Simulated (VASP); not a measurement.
Here is a VASP 6.6.1 calculation.

File INCAR:

```
PREC     = Accurate       # precision mode
ENCUT    = 520            # plane-wave cutoff, eV
EDIFF    = 1E-6           # SCF threshold, eV
ISMEAR   = -1             # smearing method
SIGMA    = 0.1            # smearing width, eV
LREAL    = False          # projectors in reciprocal space
LASPH    = True           # aspherical terms in the spheres
NELM     = 60             # most SCF steps
ALGO     = Normal         # electronic algorithm
ISIF     = 2              # what is computed and relaxed
LWAVE    = False          # write WAVECAR
LCHARG   = False          # write CHGCAR
GGA      = PS             # functional
NBANDS   = 12             # bands
```

The input KPOINTS:

```
regular mesh
0
Gamma
  16 16 16
```

POSCAR

```
Ag
1.0
    0.0000000000      1.8818387028      1.8818387028
    1.8818387028      0.0000000000      1.8818387028
    1.8818387028      1.8818387028      0.0000000000
Ag
1
Direct
    0.0000000000      0.0000000000      0.0000000000
```

Potentials or basis: VASP PAW PBE potentials, release 64 (Ag).

Launch:

```bash
$ cat potpaw_PBE.64/Ag/POTCAR > POTCAR
$ mpirun -np 1 vasp_std > vasp.out
```

Question: Predict the pressure.

Answer: 49.2 GPa.

Caveat: the PAW data sets were made with another functional, which shifts forces and pressure a little.
